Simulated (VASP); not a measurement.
Here is a VASP 6.6.1 calculation.

Contents of INCAR:

```
PREC = Accurate
ENCUT = 520
EDIFF = 1E-6
ISMEAR = -1
SIGMA = 0.05
LREAL = False
LASPH = True
NELM = 100
ALGO = Normal
ISIF = 2
LWAVE = False
LCHARG = False
GGA = PE
NBANDS = 10
```

KPOINTS

```
Automatic mesh
0
Gamma
  12 12 12
```

The input POSCAR:

```
Na
1.0
   -2.1032881624      2.1032881624      2.1032881624
    2.1032881624     -2.1032881624      2.1032881624
    2.1032881624      2.1032881624     -2.1032881624
Na
1
Direct
    0.0000000000      0.0000000000      0.0000000000
```

Potentials or basis: VASP PAW PBE potentials, release 64 (Na_pv).

The run is started by

```sh
$ cat potpaw_PBE.64/Na_pv/POTCAR > POTCAR
$ mpirun -np 1 vasp_std > vasp.out
```

(1) What does it give for the band gap on the k mesh?

(2) Estimate the pressure.

## Answers

(1) zero (an odd number of electrons rules out a gap without spin polarisation).

(2) -0.1 GPa.
